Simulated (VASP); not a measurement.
# C (P6_3/mmc) in VASP: further runs

Runs on C. Level: r2SCAN. Tasks: single point.

The COD entry that gives the cell may itself be a prediction, so a difference from it is no test against experiment.

Program: VASP 6.6.1. These are calculated values, not measurements. Logs are shortened: lines on timing, memory, paths and dates and some standing lists are left out, and cuts for length are marked.

### 1 The cell of the first run

It takes space group P6_3/mmc (No. 194, hexagonal). Conventional cell: a = 2.635 Å, b = 2.635 Å, c = 8.073 Å, α = 90.00°, β = 90.00°, γ = 120.00°. C (site symmetry 3m) has 4 C at 1.50 to 1.60 Å within 2.0 Å. C (site symmetry 3m) has 4 C at 1.53 to 1.60 Å within 2.0 Å.

### 2 Single point, r2SCAN (strain +0.050 along x and y, -0.025 along z)

File POSCAR:

```
C
1.0
    2.6353316695      0.0000000000      0.0000000000
   -1.3176658347      2.2822641731      0.0000000000
    0.0000000000      0.0000000000      8.0733165092
C
8
Direct
    0.0000000000      0.0000000000      0.0929334757
    0.0000000000      0.0000000000      0.5929334757
    0.0000000000      0.0000000000      0.4070665243
    0.0000000000      0.0000000000      0.9070665243
    0.3333333333      0.6666666667      0.1554962089
    0.6666666667      0.3333333333      0.6554962089
    0.3333333333      0.6666666667      0.3445037911
    0.6666666667      0.3333333333      0.8445037911
```

File INCAR.step1:

```
SYSTEM = C
  PREC = Accurate
  ENCUT = 520
  ISMEAR = 0
  SIGMA = 0.05
  LREAL = .False.
  LASPH = .True.
  NELM = 60
  NBANDS = 26
  GGA = PE
  ALGO = Normal
  EDIFF = 1E-4
  LWAVE = .True.
  LCHARG = .False.
```

File INCAR.step2:

```
SYSTEM = C
  PREC = Accurate
  ENCUT = 520
  EDIFF = 1E-7
  ISMEAR = 0
  SIGMA = 0.05
  LREAL = .False.
  LASPH = .True.
  NELM = 60
  ALGO = Normal
  ISIF = 2
  LWAVE = .False.
  LCHARG = .False.
  METAGGA = R2SCAN
  LMIXTAU = .True.
  NBANDS = 26
  ISTART = 1
```

File KPOINTS:

```
Automatic mesh
0
Gamma
  12 12 4
  0 0 0
```

Potentials or basis: VASP PAW PBE potentials, release 64 (C).

Command:

```bash
> cat potpaw_PBE.64/C/POTCAR > POTCAR
> cp INCAR.step1 INCAR
> mpirun -np 1 vasp_std > vasp.out
> cp INCAR.step2 INCAR
> mpirun -np 1 vasp_std > vasp.out
```

OUTCAR:

```text
SYSTEM = C
   PREC = Accurate
   ENCUT = 520
   EDIFF = 1E-7
   ISMEAR = 0
   LREAL = .False.
   LASPH = .True.
   NELM = 60
   ISIF = 2
   METAGGA = R2SCAN
   ISTART = 1

 ion  position               nearest neighbor table
   1  0.000  0.000  0.093-   4 1.50   5 1.60   5 1.60   5 1.60
   2  0.000  0.000  0.593-   3 1.50   6 1.60   6 1.60   6 1.60
   3  0.000  0.000  0.407-   2 1.50   7 1.60   7 1.60   7 1.60
   4  0.000  0.000  0.907-   1 1.50   8 1.60   8 1.60   8 1.60
   5  0.333  0.667  0.155-   7 1.53   1 1.60   1 1.60   1 1.60
   6  0.667  0.333  0.655-   8 1.53   2 1.60   2 1.60   2 1.60
   7  0.333  0.667  0.345-   5 1.53   3 1.60   3 1.60   3 1.60
   8  0.667  0.333  0.845-   6 1.53   4 1.60   4 1.60   4 1.60

  LATTYP: Found a hexagonal cell.
 ALAT       =     2.6353316695
 C/A-ratio  =     3.0634916290

  Lattice vectors:

 A1 = (   2.6353316695,   0.0000000000,   0.0000000000)
 A2 = (  -1.3176658347,   2.2822641731,   0.0000000000)
 A3 = (   0.0000000000,   0.0000000000,   8.0733165092)

Analysis of symmetry for initial positions (statically):
=====================================================================
 Subroutine PRICEL returns:
 Original cell was already a primitive cell.

 Routine SETGRP: Setting up the symmetry group for a
 hexagonal supercell.

 Subroutine GETGRP returns: Found 24 space group operations
 (whereof 12 operations were pure point group operations)
 out of a pool of 24 trial point group operations.

The static configuration has the point symmetry D_3d.
 The point group associated with its full space group is D_6h.

Analysis of symmetry for dynamics (positions and initial velocities):
=====================================================================
 Subroutine PRICEL returns:
 Original cell was already a primitive cell.

 Routine SETGRP: Setting up the symmetry group for a
 hexagonal supercell.

 Subroutine GETGRP returns: Found 24 space group operations
 (whereof 12 operations were pure point group operations)
 out of a pool of 24 trial point group operations.

The dynamic configuration has the point symmetry D_3d.
 The point group associated with its full space group is D_6h.

 Subroutine INISYM returns: Found 24 space group operations
 (whereof 12 operations are pure point group operations),
 and found     1 'primitive' translations

----------------------------------------------------------------------------------------

                                     Primitive cell

  volume of cell :      48.5571

  direct lattice vectors                    reciprocal lattice vectors
     2.635331670  0.000000000  0.000000000     0.379458879  0.219080686  0.000000000
    -1.317665835  2.282264173  0.000000000     0.000000000  0.438161371  0.000000000
     0.000000000  0.000000000  8.073316509     0.000000000  0.000000000  0.123864833

  length of vectors
     2.635331670  2.635331669  8.073316509     0.438161371  0.438161371  0.123864833

  position of ions in fractional coordinates (direct lattice)
     0.000000000  0.000000000  0.092933476
     0.000000000  0.000000000  0.592933476
     0.000000000  0.000000000  0.407066524
     0.000000000  0.000000000  0.907066524
     0.333333333  0.666666667  0.155496209
     0.666666667  0.333333333  0.655496209
     0.333333333  0.666666667  0.344503791
     0.666666667  0.333333333  0.844503791

  ion indices of the primitive-cell ions
   primitive index   ion index
                 1           1
                 2           2
                 3           3
                 4           4
                 5           5
                 6           6
                 7           7
                 8           8

----------------------------------------------------------------------------------------

 KPOINTS: Automatic mesh

Automatic generation of k-mesh.
 Grid dimensions read from file:
 generate k-points for:   12   12    4

 Generating k-lattice:

  Cartesian coordinates                     Fractional coordinates (reciprocal lattice)
     0.031621573  0.018256724  0.000000000     0.083333333  0.000000000  0.000000000
     0.000000000  0.036513448  0.000000000     0.000000000  0.083333333  0.000000000
     0.000000000  0.000000000  0.030966208     0.000000000  0.000000000  0.250000000

  Length of vectors
     0.036513448  0.036513448  0.030966208

  Shift w.r.t. Gamma in fractional coordinates (k-lattice)
     0.000000000  0.000000000  0.000000000

 Subroutine IBZKPT returns following result:
 ===========================================

 Found     57 irreducible k-points:

 Following reciprocal coordinates:
            Coordinates               Weight
  0.000000  0.000000  0.000000      1.000000
  0.083333  0.000000  0.000000      6.000000
  0.166667  0.000000  0.000000      6.000000
  0.250000  0.000000  0.000000      6.000000
  0.333333  0.000000  0.000000      6.000000
  0.416667  0.000000  0.000000      6.000000
[... 16 lines left out ...]
  0.250000  0.000000  0.250000     12.000000
  0.333333  0.000000  0.250000     12.000000
 [... further k-points ...]
   k-points           NKPTS =     57   k-points in BZ     NKDIM =     57   number of bands    NBANDS=     26
   number of dos      NEDOS =    301   number of ions     NIONS =      8
   total plane-waves  NPLWV =  24000
   dimension x,y,z NGX =    20 NGY =   20 NGZ =   60
   dimension x,y,z NGXF=    40 NGYF=   40 NGZF=  120
   ions per type =               8
   NGX,Y,Z   is equivalent  to a cutoff of  12.62, 12.62, 12.36 a.u.
   NGXF,Y,Z  is equivalent  to a cutoff of  25.23, 25.23, 24.71 a.u.
 SYSTEM =  C
   PREC   = accura    normal or accurate (medium, high low for compatibility)
   ISTART =      1    job   : 0-new  1-cont  2-samecut
   ICHARG =      0    charge: 1-file 2-atom 10-const
   ISPIN  =      1    spin polarized calculation?
   LNONCOLLINEAR =      F non collinear calculations
   LSORBIT =      F    spin-orbit coupling
   LASPH  =      T    aspherical Exc in radial PAW
   ENCUT  =  520.0 eV  38.22 Ry    6.18 a.u.   4.90  4.90 15.01*2*pi/ulx,y,z
   NELM   =     60;   NELMIN=  2; NELMDL=  0     # of ELM steps
   EDIFF  = 0.1E-06   stopping-criterion for ELM
   LREAL  =      F    real-space projection
   EDIFFG = 0.1E-05   stopping-criterion for IOM
   NSW    =      0    number of steps for IOM
   IBRION =     -1    ionic relax: 0-MD 1-quasi-New 2-CG
   NFREE  =      0    steps in history (QN), initial steepest desc. (CG)
   ISIF   =      2    stress and relaxation
   ISYM   =      2    0-nonsym 1-usesym 2-fastsym
   POTIM  = 0.5000    time-step for ionic-motion
   TEBEG  =    0.0;   TEEND  =   0.0 temperature during run
   PSTRESS=    0.0 pullay stress
   NELECT =      32.0000    total number of electrons
   NUPDOWN=      -1.0000    fix difference up-down
   EMIN   =  10.00;   EMAX   =-10.00  energy-range for DOS
   EFERMI =   0.00;   METHOD = LEGACY
   ISMEAR =     0;   SIGMA  =   0.05  broadening in eV -4-tet -1-fermi 0-gaus
   EFERMI_NEDOS =   21; number of points for ismear=-14 and -15
   IALGO  =     38    algorithm
   IMIX   =      4    mixing-type and parameters
     AMIX     =   0.40;   BMIX     =  1.00
     AMIX_MAG =   1.60;   BMIX_MAG =  1.00
  volume/ion in A,a.u.               =       6.07        40.96
  Fermi-wavevector in a.u.,A,eV,Ry     =   1.424646  2.692191 27.614623  2.029617
  Thomas-Fermi vector in A             =   2.545115
   LORBIT       =      0    0 simple, 1 ext, 2 COOP (PROOUT), +10 PAW based schemes
   METAGGA = R2SCAN    functional components
   LHFCALC =     F    Hartree Fock is set to
   AEXX    =    0.0000 exact exchange contribution
   IVDW    =     0    specifies the selected vdW correction
   LEPSILON=     F    determine dielectric tensor
   LRPA    =     F    only Hartree local field effects (RPA)
 non-spin polarized calculation
 Gauss-broadening in eV      SIGMA  =   0.05
  energy-cutoff  :      520.00
  volume of cell :       48.56
 maximum number of plane-waves:      1335
 NGX is ok and might be reduce to    20
   NGX =  9   NGY =  9   NGZ = 31

 number of electron      32.0000002 magnetization

 Free energy of the ion-electron system (eV)
  ---------------------------------------------------
  ext. energy  EPLUGINS =         0.00000000
  ---------------------------------------------------
  free energy    TOTEN  =       -77.64624272 eV

  energy without entropy =      -77.64624272  energy(sigma->0) =      -77.64624272

 E-fermi :   9.2013     XC(G=0): -13.8800

 val. band max:        8.9816615367   @ k =   0.0000   0.0000   0.0000
 cond. band min:      12.5748455571   @ k =   0.5000   0.0000   0.0000
 fundamental gap:      3.5931840204
 Fermi energy:         9.2013475029

 k-point     1 :       0.0000    0.0000    0.0000
  band No.  band energies     occupation
      1     -13.0624      2.00000
      2     -11.2295      2.00000
      3     -11.1359      2.00000
      4      -6.4994      2.00000
      5      -4.6915      2.00000
      6       2.6512      2.00000
[... 18 lines left out ...]
     25      16.7308      0.00000
     26      16.7308      0.00000

 k-point     2 :       0.0833    0.0000    0.0000
  band No.  band energies     occupation
      1     -12.9005      2.00000
      2     -11.0704      2.00000
      3     -10.9778      2.00000
      4      -6.3530      2.00000
      5      -4.5616      2.00000
      6       2.6582      2.00000
[... 18 lines left out ...]
     25      16.9153      0.00000
     26      17.0596      0.00000

 k-point     3 :       0.1667    0.0000    0.0000
  band No.  band energies     occupation
      1     -12.4173      2.00000
      2     -10.5962      2.00000
      3     -10.5068      2.00000
      4      -5.9165      2.00000
      5      -4.1956      2.00000
      6       2.2908      2.00000
[... 18 lines left out ...]
     25      17.8213      0.00000
     26      18.0508      0.00000

 k-point     4 :       0.2500    0.0000    0.0000
  band No.  band energies     occupation
      1     -11.6216      2.00000
      2      -9.8177      2.00000
      3      -9.7362      2.00000
      4      -5.2023      2.00000
      5      -3.7175      2.00000
      6       0.2080      2.00000
[... 18 lines left out ...]
     25      19.1296      0.00000
     26      19.3616      0.00000

 k-point     5 :       0.3333    0.0000    0.0000
  band No.  band energies     occupation
      1     -10.5345      2.00000
      2      -8.7632      2.00000
      3      -8.7044      2.00000
      4      -4.2590      2.00000
      5      -3.7127      2.00000
      6      -1.6370      2.00000
[... 18 lines left out ...]
     25      20.5049      0.00000
     26      20.5323      0.00000

 k-point     6 :       0.4167    0.0000    0.0000
  band No.  band energies     occupation
      1      -9.2212      2.00000
      2      -7.5921      2.00000
      3      -7.5298      2.00000
      4      -4.8655      2.00000
      5      -3.6389      2.00000
      6      -3.2767      2.00000
[... 427 lines left out ...]
 k-point    21 :       0.0833    0.0000    0.2500
  band No.  band energies     occupation
      1     -12.7823      2.00000
      2     -11.8417      2.00000
      3      -9.9856      2.00000
      4      -7.3574      2.00000
      5      -3.3800      2.00000
      6       0.5991      2.00000
[... 18 lines left out ...]
     25      17.1391      0.00000
     26      17.4503      0.00000

 k-point    22 :       0.1667    0.0000    0.2500
  band No.  band energies     occupation
      1     -12.2997      2.00000
      2     -11.3640      2.00000
      3      -9.5205      2.00000
      4      -6.9155      2.00000
      5      -3.0370      2.00000
      6       0.7120      2.00000
[... 18 lines left out ...]
     25      18.1508      0.00000
     26      18.6944      0.00000

 k-point    23 :       0.2500    0.0000    0.2500
  band No.  band energies     occupation
      1     -11.5051      2.00000
      2     -10.5793      2.00000
      3      -8.7609      2.00000
      4      -6.2026      2.00000
      5      -2.6265      2.00000
      6       0.0590      2.00000
[... 18 lines left out ...]
     25      19.3241      0.00000
     26      20.3048      0.00000

 k-point    24 :       0.3333    0.0000    0.2500
  band No.  band energies     occupation
      1     -10.4203      2.00000
      2      -9.5144      2.00000
      3      -7.7514      2.00000
      4      -5.3160      2.00000
      5      -2.9331      2.00000
      6      -1.7225      2.00000
[... 18 lines left out ...]
     25      19.6450      0.00000
     26      21.7548      0.00000

 [... further k-points ...]

------------------------ aborting loop because EDIFF is reached ----------------------------------------

  FORCE on cell =-STRESS in cart. coord.  units (eV):
  Direction    XX          YY          ZZ          XY          YZ          ZX
  --------------------------------------------------------------------------------------
  -------------------------------------------------------------------------------------
  Total      -15.7866981    -15.7866981      9.3049995     -0.0000000     -0.0000000      0.0000000
  in kB     -520.8932304   -520.8932303    307.0250158     -0.0000000     -0.0000000      0.0000000
  external PRESSURE =    -244.9204816 kB  Pullay stress =       0.0000000 kB

 VOLUME and BASIS-vectors are now :
 -----------------------------------------------------------------------------
  energy-cutoff  :      520.00
  volume of cell :       48.56
      direct lattice vectors                 reciprocal lattice vectors
     2.635331670  0.000000000  0.000000000     0.379458879  0.219080686  0.000000000
    -1.317665835  2.282264173  0.000000000     0.000000000  0.438161371  0.000000000
     0.000000000  0.000000000  8.073316509     0.000000000  0.000000000  0.123864833

 POSITION                                       TOTAL-FORCE (eV/Angst)
 -----------------------------------------------------------------------------------
      0.00000      0.00000      0.75028         0.000000     -0.000000      0.052830
      0.00000      0.00000      4.78694        -0.000000      0.000000      0.052830
      0.00000      0.00000      3.28638         0.000000     -0.000000     -0.052830
      0.00000      0.00000      7.32304        -0.000000      0.000000     -0.052830
     -0.00000      1.52151      1.25537        -0.000000      0.000000     -0.250418
      1.31767      0.76075      5.29203        -0.000000     -0.000000     -0.250418
     -0.00000      1.52151      2.78129        -0.000000      0.000000      0.250418
      1.31767      0.76075      6.81795         0.000000      0.000000      0.250418
 -----------------------------------------------------------------------------------
    total drift:                               -0.000000      0.000000      0.000000

  FREE ENERGIE OF THE ION-ELECTRON SYSTEM (eV)
  ---------------------------------------------------
  free  energy   TOTEN  =       -77.6462427166 eV

  energy  without entropy=      -77.6462427166  energy(sigma->0) =      -77.64624272
```

It took 4.9 min on 1 thread of AMD EPYC 7R13 (Zen 3), shared host; peak memory 0.16 GiB.

What came out:

```yaml
Free_energy: -77.6462 eV
Pressure: -24.5 GPa
Largest_force: 0.250 eV/Å
Band_gap_on_the_k_mesh: 3.59 eV, indirect (least direct gap 4.50 eV)
```

Forces on the atoms (eV/Å):
```
C    0.000  0.000  0.053
C    0.000  0.000  0.053
C    0.000  0.000 -0.053
C    0.000  0.000 -0.053
C    0.000  0.000 -0.250
C    0.000  0.000 -0.250
C    0.000  0.000  0.250
C    0.000  0.000  0.250
```

Stress tensor (GPa, compression positive):
```
-52.09   0.00   0.00
  0.00 -52.09   0.00
  0.00   0.00  30.70
```

Caveat: the cell differs from its parent crystal (strain +0.050 along x and y, -0.025 along z); the PAW data sets were made with another functional, which shifts forces and pressure a little. A k mesh can miss the band edges.

### 3 Single point, r2SCAN (strain +0.025 along x and y, +0.025 along z)

Edit POSCAR of step 2 so:

```diff
@@ -2,5 +2,5 @@
 1.0
-    2.6353316695      0.0000000000      0.0000000000
-   -1.3176658347      2.2822641731      0.0000000000
-    0.0000000000      0.0000000000      8.0733165092
+    2.5725856773      0.0000000000      0.0000000000
+   -1.2862928387      2.2279245500      0.0000000000
+    0.0000000000      0.0000000000      8.4873327404
 C
```

File INCAR.step1:

```
PREC = Accurate ; ENCUT = 520
ISMEAR = 0 ; SIGMA = 0.05
LREAL = False ; LASPH = True
NELM = 80 ; NBANDS = 26
GGA = PE ; ALGO = Normal
EDIFF = 1E-4 ; LWAVE = True
LCHARG = False
```

File INCAR.step2:

```
PREC = Accurate ; ENCUT = 520
EDIFF = 1E-6 ; ISMEAR = 0
SIGMA = 0.05 ; LREAL = False
LASPH = True ; NELM = 80
ALGO = Normal ; ISIF = 2
LWAVE = False ; LCHARG = False
METAGGA = R2SCAN ; LMIXTAU = True
NBANDS = 26 ; ISTART = 1
```

File KPOINTS:

```
Automatic mesh
0
Gamma
  12 12 4
```

Potentials or basis: VASP PAW PBE potentials, release 64 (C).

Command:

```bash
> cat potpaw_PBE.64/C/POTCAR > POTCAR
> cp INCAR.step1 INCAR
> mpirun -np 1 vasp_std > vasp.out
> cp INCAR.step2 INCAR
> mpirun -np 1 vasp_std > vasp.out
```

Run time: 2.9 min. Hardware: 1 thread of AMD EPYC 7R13 (Zen 3), shared host; peak memory 0.16 GiB.

It converged, with:

| Item | Value |
| --- | --- |
| Free energy | -78.2381 eV |
| Pressure | -28.3 GPa |
| Largest force | 0.055 eV/Å |
| Band gap on the k mesh | 4.58 eV, indirect (least direct gap 5.38 eV) |

Forces in eV/Å, atoms in the order of the input:
```
C    0.000  0.000  0.024
C    0.000  0.000  0.024
C    0.000  0.000 -0.024
C    0.000  0.000 -0.024
C    0.000  0.000 -0.055
C    0.000  0.000 -0.055
C    0.000  0.000  0.055
C    0.000  0.000  0.055
```

Stress tensor (GPa, compression positive):
```
-28.26   0.00   0.00
  0.00 -28.26   0.00
  0.00   0.00 -28.44
```

Levels at points of the mesh, in eV from the valence-band top:
| k point | band 13 | band 14 | band 15 | band 16 | band 17 | band 18 | band 19 | band 20 |
| --- | --- | --- | --- | --- | --- | --- | --- | --- |
| (0.00, 0.00, 0.00) | -1.72 | -0.21 | 0.00 | 0.00 | 5.38 | 5.38 | 5.53 | 7.22 |
| (0.50, 0.00, 0.00) | -4.88 | -4.68 | -3.62 | -2.95 | 4.67 | 5.54 | 6.10 | 6.14 |
| (0.00, 0.00, 0.50) | -0.64 | -0.64 | -0.64 | -0.64 | 6.15 | 6.15 | 6.15 | 6.15 |
| (0.50, 0.00, 0.50) | -4.69 | -4.69 | -3.63 | -3.63 | 5.00 | 5.00 | 7.11 | 7.11 |

Caveat: the cell differs from its parent crystal (strain +0.025 along x and y, +0.025 along z); the PAW data sets were made with another functional, which shifts forces and pressure a little.

(Continued in part 2 of 2.)
